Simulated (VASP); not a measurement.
# Co (Fm-3m) in VASP: single point with PBE

Aim: the single point of Co with PBE.

Program: VASP 6.6.1. These are calculated values, not measurements. Logs are shortened: lines on timing, memory, paths and dates and some standing lists are left out, and cuts for length are marked.

### Step 1. The cell of the first run

Symmetry: Fm-3m, No. 225, cubic system. The conventional cell has a = 3.420 Å, b = 3.420 Å, c = 3.420 Å, α = 90.00°, β = 90.00°, γ = 90.00°. Co (site symmetry m-3m) has 12 Co at 2.42 Å within 3.2 Å.

This isn't the form of Co at room conditions, which is hcp.

### Step 2. Single point, PBE, collinear spin, ferromagnetic start

INCAR reads:

```
PREC = Accurate
ENCUT = 520
EDIFF = 1E-7
ISMEAR = -1
SIGMA = 0.1
LREAL = F
LASPH = T
NELM = 150
ALGO = Normal
ISIF = 2
LWAVE = F
LCHARG = F
ISPIN = 2
MAGMOM = 3 3
LORBIT = 11
LMAXMIX = 4
GGA = PE
ISYM = 0
NBANDS = 20
```

KPOINTS reads:

```
regular mesh
0
Gamma
  8 11 13
```

POSCAR reads:

```
Co
1.0
   -1.7100000000     -1.7100000000     -3.4200000000
    1.7100000000     -1.7100000000      0.0000000000
   -1.7100000000     -1.7100000000      0.0000000000
Co
2
Direct
    0.0000000000      0.0000000000      0.0000000000
    0.5000000000      0.5000000000      0.0000000000
```

Potentials or basis: VASP PAW PBE potentials, release 64 (Co).

Run with:

```
$ cat potpaw_PBE.64/Co/POTCAR > POTCAR
$ mpirun -np 1 vasp_std > vasp.out
```

OUTCAR:

```text
PREC = Accurate
   ENCUT = 520
   EDIFF = 1E-7
   ISMEAR = -1
   LREAL = F
   LASPH = T
   NELM = 150
   ISIF = 2
   ISPIN = 2
   LORBIT = 11
   GGA = PE
   ISYM = 0

 ion  position               nearest neighbor table
   1  0.000  0.000  0.000-   2 2.42   2 2.42   2 2.42   2 2.42   2 2.42   2 2.42   2 2.42   2 2.42

   2  0.500  0.500  0.000-   1 2.42   1 2.42   1 2.42   1 2.42   1 2.42   1 2.42   1 2.42   1 2.42

IMPORTANT INFORMATION: All symmetrisations will be switched off!
NOSYMM: (Re-)initialisation of all symmetry stuff for point group C_1.

----------------------------------------------------------------------------------------

                                     Primitive cell

  volume of cell :      20.0008

  direct lattice vectors                    reciprocal lattice vectors
    -1.710000000 -1.710000000 -3.420000000     0.000000000  0.000000000 -0.292397661
     1.710000000 -1.710000000  0.000000000     0.292397661 -0.292397661  0.000000000
    -1.710000000 -1.710000000  0.000000000    -0.292397661 -0.292397661  0.292397661

  length of vectors
     4.188627460  2.418305192  2.418305192     0.292397661  0.413512738  0.506447605

  position of ions in fractional coordinates (direct lattice)
     0.000000000  0.000000000  0.000000000
     0.500000000  0.500000000  0.000000000

  ion indices of the primitive-cell ions
   primitive index   ion index
                 1           1
                 2           2

----------------------------------------------------------------------------------------

 KPOINTS: regular mesh

Automatic generation of k-mesh.
 Grid dimensions read from file:
 generate k-points for:    8   11   13

 Generating k-lattice:

  Cartesian coordinates                     Fractional coordinates (reciprocal lattice)
     0.000000000  0.000000000 -0.036549708     0.125000000  0.000000000  0.000000000
     0.026581606 -0.026581606  0.000000000     0.000000000  0.090909091  0.000000000
    -0.022492128 -0.022492128  0.022492128     0.000000000  0.000000000  0.076923077

  Length of vectors
     0.036549708  0.037592067  0.038957508

  Shift w.r.t. Gamma in fractional coordinates (k-lattice)
     0.000000000  0.000000000  0.000000000

 -----------------------------------------------------------------------------
|                                                                             |
|           W    W    AA    RRRRR   N    N  II  N    N   GGGG   !!!           |
|           W    W   A  A   R    R  NN   N  II  NN   N  G    G  !!!           |
|           W    W  A    A  R    R  N N  N  II  N N  N  G       !!!           |
|           W WW W  AAAAAA  RRRRR   N  N N  II  N  N N  G  GGG   !            |
|           WW  WW  A    A  R   R   N   NN  II  N   NN  G    G                |
|           W    W  A    A  R    R  N    N  II  N    N   GGGG   !!!           |
|                                                                             |
|     Your reciprocal lattice and k-lattice belong to different lattice       |
|     classes:                                                                |
|                                                                             |
|        The reciprocal lattice is simple tetragonal,                         |
|        whereas your k-lattice is simple monoclinic.                         |
|                                                                             |
|     Results are often still useful ...                                      |
|                                                                             |
 -----------------------------------------------------------------------------

 WARNING: IBZKPT: internal override: KBLOWUP is changed to .FALSE.
      ... skipping the blow-up phase ...

 Subroutine IBZKPT returns following result:
 ===========================================

 Found    573 irreducible k-points:

 Following reciprocal coordinates:
            Coordinates               Weight
  0.000000  0.000000  0.000000      1.000000
  0.125000  0.000000  0.000000      2.000000
  0.250000  0.000000  0.000000      2.000000
  0.375000  0.000000  0.000000      2.000000
  0.500000  0.000000  0.000000      1.000000
  0.000000  0.090909  0.000000      2.000000
[... 16 lines left out ...]
  0.125000  0.272727  0.000000      2.000000
  0.250000  0.272727  0.000000      2.000000
 [... further k-points ...]
   k-points           NKPTS =    573   k-points in BZ     NKDIM =    573   number of bands    NBANDS=     20
   number of dos      NEDOS =    301   number of ions     NIONS =      2
   total plane-waves  NPLWV =  10368
   dimension x,y,z NGX =    32 NGY =   18 NGZ =   18
   dimension x,y,z NGXF=    64 NGYF=   36 NGZF=   36
   ions per type =               2
   NGX,Y,Z   is equivalent  to a cutoff of  12.70, 12.37, 12.37 a.u.
   NGXF,Y,Z  is equivalent  to a cutoff of  25.40, 24.75, 24.75 a.u.
 SYSTEM =  unknown system
   PREC   = accura    normal or accurate (medium, high low for compatibility)
   ISTART =      0    job   : 0-new  1-cont  2-samecut
   ICHARG =      2    charge: 1-file 2-atom 10-const
   ISPIN  =      2    spin polarized calculation?
   LNONCOLLINEAR =      F non collinear calculations
   LSORBIT =      F    spin-orbit coupling
   LASPH  =      T    aspherical Exc in radial PAW
   ENCUT  =  520.0 eV  38.22 Ry    6.18 a.u.   7.79  4.50  4.50*2*pi/ulx,y,z
   NELM   =    150;   NELMIN=  2; NELMDL= -5     # of ELM steps
   EDIFF  = 0.1E-06   stopping-criterion for ELM
   LREAL  =      F    real-space projection
   EDIFFG = 0.1E-05   stopping-criterion for IOM
   NSW    =      0    number of steps for IOM
   IBRION =     -1    ionic relax: 0-MD 1-quasi-New 2-CG
   NFREE  =      0    steps in history (QN), initial steepest desc. (CG)
   ISIF   =      2    stress and relaxation
   ISYM   =      0    0-nonsym 1-usesym 2-fastsym
   POTIM  = 0.5000    time-step for ionic-motion
   TEBEG  =    0.0;   TEEND  =   0.0 temperature during run
   PSTRESS=    0.0 pullay stress
   NELECT =      18.0000    total number of electrons
   NUPDOWN=      -1.0000    fix difference up-down
   EMIN   =  10.00;   EMAX   =-10.00  energy-range for DOS
   EFERMI =   0.00;   METHOD = LEGACY
   ISMEAR =    -1;   SIGMA  =   0.10  broadening in eV -4-tet -1-fermi 0-gaus
   EFERMI_NEDOS =   21; number of points for ismear=-14 and -15
   IALGO  =     38    algorithm
   IMIX   =      4    mixing-type and parameters
     AMIX     =   0.40;   BMIX     =  1.00
     AMIX_MAG =   1.60;   BMIX_MAG =  1.00
  volume/ion in A,a.u.               =      10.00        67.49
  Fermi-wavevector in a.u.,A,eV,Ry     =   1.580579  2.986861 33.990485  2.498230
  Thomas-Fermi vector in A             =   2.680785
   LORBIT       =     11    0 simple, 1 ext, 2 COOP (PROOUT), +10 PAW based schemes
   GGA     = PE    functional components
   LHFCALC =     F    Hartree Fock is set to
   AEXX    =    0.0000 exact exchange contribution
   IVDW    =     0    specifies the selected vdW correction
   LEPSILON=     F    determine dielectric tensor
   LRPA    =     F    only Hartree local field effects (RPA)
 spin polarized calculation
  energy-cutoff  :      520.00
  volume of cell :       20.00
 maximum number of plane-waves:       580
   NGX = 15   NGY =  9   NGZ =  9

 number of electron      17.9999990 magnetization       3.1576660

 Free energy of the ion-electron system (eV)
  ---------------------------------------------------
  ext. energy  EPLUGINS =         0.00000000
  ---------------------------------------------------
  free energy    TOTEN  =       -13.96884939 eV

  energy without entropy =      -13.89692855  energy(sigma->0) =      -13.93288897

 E-fermi :  11.5376     XC(G=0): -13.8914

 val. band max:       11.5374765629   @ k =  -0.2500  -0.1818   0.1538
 cond. band min:      11.5414870799   @ k =   0.2500   0.3636   0.1538
 fundamental gap:      0.0040105171
 Fermi energy:        11.5376072707

 spin component 1

 k-point     1 :       0.0000    0.0000    0.0000
  band No.  band energies     occupation
      1       2.0497      1.00000
      2       5.8227      1.00000
      3       6.5122      1.00000
      4       8.7172      1.00000
      5       8.7174      1.00000
      6       8.7189      1.00000
[... 12 lines left out ...]
     19      40.2592      0.00000
     20      40.2594      0.00000

 k-point     2 :       0.1250    0.0000    0.0000
  band No.  band energies     occupation
      1       2.2703      1.00000
      2       5.8717      1.00000
      3       6.5878      1.00000
      4       8.6238      1.00000
      5       8.7891      1.00000
      6       8.7906      1.00000
[... 498 lines left out ...]
 k-point    24 :       0.2500    0.2727    0.0000
  band No.  band energies     occupation
      1       4.6141      1.00000
      2       6.7420      1.00000
      3       7.4784      1.00000
      4       8.3727      1.00000
      5       8.7654      1.00000
      6       8.9046      1.00000
[... 12 lines left out ...]
     19      38.2241      0.00000
     20      38.9983      0.00000

 [... further k-points ...]

 spin component 2

 k-point     1 :       0.0000    0.0000    0.0000
  band No.  band energies     occupation
      1       2.0923      1.00000
      2       6.9378      1.00000
      3       7.7270      1.00000
      4      10.2440      1.00000
      5      10.2447      1.00000
      6      10.2453      1.00000
[... 12 lines left out ...]
     19      40.4099      0.00000
     20      40.4111      0.00000

 k-point     2 :       0.1250    0.0000    0.0000
  band No.  band energies     occupation
      1       2.3137      1.00000
      2       6.9423      1.00000
      3       7.8115      1.00000
      4      10.1358      1.00000
      5      10.3201      0.99999
      6      10.3207      0.99999
[... 498 lines left out ...]
 k-point    24 :       0.2500    0.2727    0.0000
  band No.  band energies     occupation
      1       4.7580      1.00000
      2       7.7726      1.00000
      3       8.6444      1.00000
      4       9.6039      1.00000
      5      10.0030      1.00000
      6      10.5189      0.99996
[... 12 lines left out ...]
     19      38.5847      0.00000
     20      39.3618      0.00000

 [... further k-points ...]

------------------------ aborting loop because EDIFF is reached ----------------------------------------

  FORCE on cell =-STRESS in cart. coord.  units (eV):
  Direction    XX          YY          ZZ          XY          YZ          ZX
  --------------------------------------------------------------------------------------
  -------------------------------------------------------------------------------------
  Total        2.7104036      2.7104039      2.6964533      0.0044868      0.0010873      0.0010873
  in kB      217.1182007    217.1182202    216.0007060      0.3594146      0.0871010      0.0870973
  external PRESSURE =     216.7457090 kB  Pullay stress =       0.0000000 kB

 VOLUME and BASIS-vectors are now :
 -----------------------------------------------------------------------------
  energy-cutoff  :      520.00
  volume of cell :       20.00
      direct lattice vectors                 reciprocal lattice vectors
    -1.710000000 -1.710000000 -3.420000000     0.000000000  0.000000000 -0.292397661
     1.710000000 -1.710000000  0.000000000     0.292397661 -0.292397661  0.000000000
    -1.710000000 -1.710000000  0.000000000    -0.292397661 -0.292397661  0.292397661

 POSITION                                       TOTAL-FORCE (eV/Angst)
 -----------------------------------------------------------------------------------
      0.00000      0.00000      0.00000         0.000000      0.000000     -0.000000
      0.00000     -1.71000     -1.71000        -0.000000     -0.000000      0.000000
 -----------------------------------------------------------------------------------
    total drift:                               -0.000000      0.000000     -0.000000

  FREE ENERGIE OF THE ION-ELECTRON SYSTEM (eV)
  ---------------------------------------------------
  free  energy   TOTEN  =       -13.9688493880 eV

  energy  without entropy=      -13.8969285530  energy(sigma->0) =      -13.93288897

 total charge

# of ion       s       p       d       tot
------------------------------------------
    1        0.527   0.599   7.319   8.445
    2        0.527   0.599   7.319   8.445
--------------------------------------------------
tot          1.054   1.198  14.637  16.889

 magnetization (x)

# of ion       s       p       d       tot
------------------------------------------
    1       -0.013  -0.047   1.641   1.580
    2       -0.013  -0.047   1.641   1.580
--------------------------------------------------
tot         -0.026  -0.094   3.281   3.160
```

It took 2.6 min on 1 thread of Intel Xeon 6975P-C (Granite Rapids), shared host; peak memory 0.4 GiB.

What came out:

```
Free energy                                           : -13.9688 eV
Pressure                                              : 21.7 GPa
Net moment                                            : 3.16 μB per cell
Site moments                                          : Co +1.58 μB
Valence electrons inside the program's atomic spheres : Co 8.45
```

Caveat: the cell stands under pressure.
